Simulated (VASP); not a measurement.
# Ti4S in VASP: single point with PBE

Aim: the single point of Ti4S with PBE.

Everything below comes from runs of VASP 6.6.1. Logs are shortened: lines on timing, memory, paths and dates and some standing lists are left out, and cuts for length are marked.

### Step 1. The cell of the first run

The cell holds a slab with vacuum, 5 atoms: a = 3.255 Å, b = 3.255 Å, c = 20.179 Å, α = 90.00°, β = 90.00°, γ = 90.00°.

### Step 2. Single point, PBE

Input file INCAR:

```
PREC = Accurate
ENCUT = 520
EDIFF = 1E-7
ISMEAR = 0
SIGMA = 0.1
LREAL = False
LASPH = True
NELM = 80
ALGO = Normal
ISIF = 2
LWAVE = False
LCHARG = False
LDIPOL = True
IDIPOL = 3
DIPOL = 0.5 0.5 0.354
GGA = PE
NBANDS = 35
```

Input file KPOINTS:

```
regular mesh
0
Gamma
  8 8 1
```

Input file POSCAR:

```
Ti4S
1.0
    3.2553359259      0.0000000000      0.0000000000
    0.0000000000      3.2553359259      0.0000000000
    0.0000000000      0.0000000000     20.1793674375
Ti S
4 1
Direct
    0.5000000000      0.5000000000      0.1982222690
    0.0000000000      0.0000000000      0.2788822782
    0.5000000000      0.5000000000      0.3551865247
    0.0000000000      0.0000000000      0.4301109767
    0.0000000000      0.5000000000      0.5070109053
```

Potentials or basis: VASP PAW PBE potentials, release 64 (Ti_sv, S).

Run with:

```console
> cat potpaw_PBE.64/Ti_sv/POTCAR potpaw_PBE.64/S/POTCAR > POTCAR
> mpirun -np 1 vasp_std > vasp.out
```

OUTCAR:

```text
PREC = Accurate
   ENCUT = 520
   EDIFF = 1E-7
   ISMEAR = 0
   LREAL = False
   LASPH = True
   NELM = 80
   ISIF = 2
   GGA = PE

 ion  position               nearest neighbor table
   1  0.500  0.500  0.198-   2 2.82   2 2.82   2 2.82   2 2.82
   2  0.000  0.000  0.279-   3 2.77   3 2.77   3 2.77   3 2.77   1 2.82   1 2.82   1 2.82   1 2.82

   3  0.500  0.500  0.355-   4 2.75   4 2.75   4 2.75   4 2.75   2 2.77   2 2.77   2 2.77   2 2.77

   4  0.000  0.000  0.430-   5 2.25   5 2.25   3 2.75   3 2.75   3 2.75   3 2.75
   5  0.000  0.500  0.507-   4 2.25   4 2.25

  LATTYP: Found a simple tetragonal cell.
 ALAT       =     3.2553359259
 C/A-ratio  =     6.1988587036

  Lattice vectors:

 A1 = (   3.2553359259,   0.0000000000,   0.0000000000)
 A2 = (   0.0000000000,   3.2553359259,   0.0000000000)
 A3 = (   0.0000000000,   0.0000000000,  20.1793674375)

Analysis of symmetry for initial positions (statically):
=====================================================================
 Subroutine PRICEL returns:
 Original cell was already a primitive cell.

 Routine SETGRP: Setting up the symmetry group for a
 simple tetragonal supercell.

 Subroutine GETGRP returns: Found  4 space group operations
 (whereof  4 operations were pure point group operations)
 out of a pool of 16 trial point group operations.

The static configuration has the point symmetry C_2v.

Analysis of symmetry for dynamics (positions and initial velocities):
=====================================================================
 Subroutine PRICEL returns:
 Original cell was already a primitive cell.

 Routine SETGRP: Setting up the symmetry group for a
 simple tetragonal supercell.

 Subroutine GETGRP returns: Found  4 space group operations
 (whereof  4 operations were pure point group operations)
 out of a pool of 16 trial point group operations.

The dynamic configuration has the point symmetry C_2v.

 Subroutine INISYM returns: Found  4 space group operations
 (whereof  4 operations are pure point group operations),
 and found     1 'primitive' translations

----------------------------------------------------------------------------------------

                                     Primitive cell

  volume of cell :     213.8450

  direct lattice vectors                    reciprocal lattice vectors
     3.255335926  0.000000000  0.000000000     0.307187959  0.000000000  0.000000000
     0.000000000  3.255335926  0.000000000     0.000000000  0.307187959  0.000000000
     0.000000000  0.000000000 20.179367438     0.000000000  0.000000000  0.049555567

  length of vectors
     3.255335926  3.255335926 20.179367438     0.307187959  0.307187959  0.049555567

  position of ions in fractional coordinates (direct lattice)
     0.500000000  0.500000000  0.198222269
     0.000000000  0.000000000  0.278882278
     0.500000000  0.500000000  0.355186525
     0.000000000  0.000000000  0.430110977
     0.000000000  0.500000000  0.507010905

  ion indices of the primitive-cell ions
   primitive index   ion index
                 1           1
                 2           2
                 3           3
                 4           4
                 5           5

----------------------------------------------------------------------------------------

 KPOINTS: regular mesh

Automatic generation of k-mesh.
 Grid dimensions read from file:
 generate k-points for:    8    8    1

 Generating k-lattice:

  Cartesian coordinates                     Fractional coordinates (reciprocal lattice)
     0.038398495  0.000000000  0.000000000     0.125000000  0.000000000  0.000000000
     0.000000000  0.038398495  0.000000000     0.000000000  0.125000000  0.000000000
     0.000000000  0.000000000  0.049555567     0.000000000  0.000000000  1.000000000

  Length of vectors
     0.038398495  0.038398495  0.049555567

  Shift w.r.t. Gamma in fractional coordinates (k-lattice)
     0.000000000  0.000000000  0.000000000

 Subroutine IBZKPT returns following result:
 ===========================================

 Found     25 irreducible k-points:

 Following reciprocal coordinates:
            Coordinates               Weight
  0.000000  0.000000  0.000000      1.000000
  0.125000  0.000000  0.000000      2.000000
  0.000000  0.125000  0.000000      2.000000
  0.250000  0.000000  0.000000      2.000000
  0.000000  0.250000  0.000000      2.000000
  0.375000  0.000000  0.000000      2.000000
[... 16 lines left out ...]
  0.500000  0.375000  0.000000      2.000000
 -0.375000  0.500000  0.000000      2.000000
   k-points           NKPTS =     25   k-points in BZ     NKDIM =     25   number of bands    NBANDS=     35
   number of dos      NEDOS =    301   number of ions     NIONS =      5
   total plane-waves  NPLWV =  86400
   dimension x,y,z NGX =    24 NGY =   24 NGZ =  150
   dimension x,y,z NGXF=    48 NGYF=   48 NGZF=  300
   ions per type =               4   1
   NGX,Y,Z   is equivalent  to a cutoff of  12.26, 12.26, 12.36 a.u.
   NGXF,Y,Z  is equivalent  to a cutoff of  24.51, 24.51, 24.72 a.u.
 SYSTEM =  unknown system
   PREC   = accura    normal or accurate (medium, high low for compatibility)
   ISTART =      0    job   : 0-new  1-cont  2-samecut
   ICHARG =      2    charge: 1-file 2-atom 10-const
   ISPIN  =      1    spin polarized calculation?
   LNONCOLLINEAR =      F non collinear calculations
   LSORBIT =      F    spin-orbit coupling
   LASPH  =      T    aspherical Exc in radial PAW
   ENCUT  =  520.0 eV  38.22 Ry    6.18 a.u.   6.05  6.05 37.52*2*pi/ulx,y,z
   NELM   =     80;   NELMIN=  2; NELMDL= -5     # of ELM steps
   EDIFF  = 0.1E-06   stopping-criterion for ELM
   LREAL  =      F    real-space projection
   EDIFFG = 0.1E-05   stopping-criterion for IOM
   NSW    =      0    number of steps for IOM
   IBRION =     -1    ionic relax: 0-MD 1-quasi-New 2-CG
   NFREE  =      0    steps in history (QN), initial steepest desc. (CG)
   ISIF   =      2    stress and relaxation
   ISYM   =      2    0-nonsym 1-usesym 2-fastsym
   POTIM  = 0.5000    time-step for ionic-motion
   TEBEG  =    0.0;   TEEND  =   0.0 temperature during run
   PSTRESS=    0.0 pullay stress
   NELECT =      54.0000    total number of electrons
   NUPDOWN=      -1.0000    fix difference up-down
   EMIN   =  10.00;   EMAX   =-10.00  energy-range for DOS
   EFERMI =   0.00;   METHOD = LEGACY
   ISMEAR =     0;   SIGMA  =   0.10  broadening in eV -4-tet -1-fermi 0-gaus
   EFERMI_NEDOS =   21; number of points for ismear=-14 and -15
   IALGO  =     38    algorithm
   IMIX   =      4    mixing-type and parameters
     AMIX     =   0.40;   BMIX     =  1.00
     AMIX_MAG =   1.60;   BMIX_MAG =  1.00
  volume/ion in A,a.u.               =      42.77       288.62
  Fermi-wavevector in a.u.,A,eV,Ry     =   1.034760  1.955413 14.568147  1.070729
  Thomas-Fermi vector in A             =   2.169071
   LORBIT       =      0    0 simple, 1 ext, 2 COOP (PROOUT), +10 PAW based schemes
   GGA     = PE    functional components
   LHFCALC =     F    Hartree Fock is set to
   AEXX    =    0.0000 exact exchange contribution
   IVDW    =     0    specifies the selected vdW correction
   LEPSILON=     F    determine dielectric tensor
   LRPA    =     F    only Hartree local field effects (RPA)
 non-spin polarized calculation
 Gauss-broadening in eV      SIGMA  =   0.10
  energy-cutoff  :      520.00
  volume of cell :      213.85
 maximum number of plane-waves:      5808
   NGX = 13   NGY = 13   NGZ = 75

 dipolmoment           0.000000      0.000000     -0.219694 electrons x Angstroem

 number of electron      54.0000020 magnetization

 dipolmoment           0.000000      0.000000      0.124452 electrons x Angstroem

 Free energy of the ion-electron system (eV)
  ---------------------------------------------------
  ext. energy  EPLUGINS =         0.00000000
  ---------------------------------------------------
  free energy    TOTEN  =       -34.80845649 eV

  energy without entropy =      -34.76864739  energy(sigma->0) =      -34.78855194

 E-fermi :   0.6545     XC(G=0):  -5.3963

 val. band max:        0.6501973371   @ k =   0.3750   0.0000   0.0000
 cond. band min:       0.6578210587   @ k =   0.3750   0.2500   0.0000
 fundamental gap:      0.0076237216
 Fermi energy:         0.6544611725

 k-point     1 :       0.0000    0.0000    0.0000
  band No.  band energies     occupation
      1     -56.4157      2.00000
      2     -55.9818      2.00000
      3     -55.7129      2.00000
      4     -55.5693      2.00000
      5     -32.7691      2.00000
      6     -32.5784      2.00000
[... 27 lines left out ...]
     34       2.2842      0.00000
     35       2.7215      0.00000

 k-point     2 :       0.1250    0.0000    0.0000
  band No.  band energies     occupation
      1     -56.4136      2.00000
      2     -55.9778      2.00000
      3     -55.7082      2.00000
      4     -55.5741      2.00000
      5     -32.7707      2.00000
      6     -32.5860      2.00000
[... 27 lines left out ...]
     34       2.4303      0.00000
     35       2.7341      0.00000

 k-point     3 :       0.0000    0.1250    0.0000
  band No.  band energies     occupation
      1     -56.4136      2.00000
      2     -55.9775      2.00000
      3     -55.7082      2.00000
      4     -55.5741      2.00000
      5     -32.7707      2.00000
      6     -32.5990      2.00000
[... 27 lines left out ...]
     34       2.2972      0.00000
     35       2.7866      0.00000
[... 723 lines left out ...]
 k-point    23 :       0.5000    0.3750    0.0000
  band No.  band energies     occupation
      1     -56.3933      2.00000
      2     -55.9437      2.00000
      3     -55.6539      2.00000
      4     -55.6115      2.00000
      5     -32.7441      2.00000
      6     -32.6911      2.00000
[... 27 lines left out ...]
     34       2.6268      0.00000
     35       3.2341      0.00000

 k-point    24 :      -0.3750    0.5000    0.0000
  band No.  band energies     occupation
      1     -56.3933      2.00000
      2     -55.9435      2.00000
      3     -55.6539      2.00000
      4     -55.6116      2.00000
      5     -32.7436      2.00000
      6     -32.7037      2.00000
[... 27 lines left out ...]
     34       2.5764      0.00000
     35       3.2356      0.00000

 [... further k-points ...]

------------------------ aborting loop because EDIFF is reached ----------------------------------------

 vacuum level on the upper side and lower side of the slab       (xc-potential included)         0.940        -1.194

  FORCE on cell =-STRESS in cart. coord.  units (eV):
  Direction    XX          YY          ZZ          XY          YZ          ZX
  --------------------------------------------------------------------------------------
  -------------------------------------------------------------------------------------
  Total        1.0049166      2.0702337      0.4955424      0.0000000      0.0000000      0.0000000
  in kB        7.5290713     15.5106784      3.7127207      0.0000000      0.0000000      0.0000000
  external PRESSURE =       8.9174901 kB  Pullay stress =       0.0000000 kB

 VOLUME and BASIS-vectors are now :
 -----------------------------------------------------------------------------
  energy-cutoff  :      520.00
  volume of cell :      213.85
      direct lattice vectors                 reciprocal lattice vectors
     3.255335926  0.000000000  0.000000000     0.307187959  0.000000000  0.000000000
     0.000000000  3.255335926  0.000000000     0.000000000  0.307187959  0.000000000
     0.000000000  0.000000000 20.179367438     0.000000000  0.000000000  0.049555567

 POSITION                                       TOTAL-FORCE (eV/Angst)
 -----------------------------------------------------------------------------------
      1.62767      1.62767      4.00000         0.000000      0.000000      0.506385
      0.00000      0.00000      5.62767         0.000000      0.000000     -0.667553
      1.62767      1.62767      7.16744         0.000000      0.000000     -0.560244
      0.00000      0.00000      8.67937         0.000000      0.000000      0.717511
      0.00000      1.62767     10.23116         0.000000      0.000000      0.003900
 -----------------------------------------------------------------------------------
    total drift:                                0.000000      0.000000      0.000039

  FREE ENERGIE OF THE ION-ELECTRON SYSTEM (eV)
  ---------------------------------------------------
  free  energy   TOTEN  =       -34.8084564904 eV

  energy  without entropy=      -34.7686473910  energy(sigma->0) =      -34.78855194

 vacuum level on the upper side and lower side of the slab         5.878         3.694
```

It took 6.7 min on 1 thread of Intel Xeon 6975P-C (Granite Rapids), shared host; peak memory 0.37 GiB.

Results:

```yaml
Free_energy: -34.8085 eV
Largest_force: 0.718 eV/Å
Band_gap_on_the_k_mesh: zero (bands 27 and 28 overlap by 0.58 eV)
```

Forces in eV/Å, atoms in the order of the input:
```
Ti   0.000  0.000  0.506
Ti   0.000  0.000 -0.668
Ti   0.000  0.000 -0.560
Ti   0.000  0.000  0.718
S    0.000  0.000  0.004
```
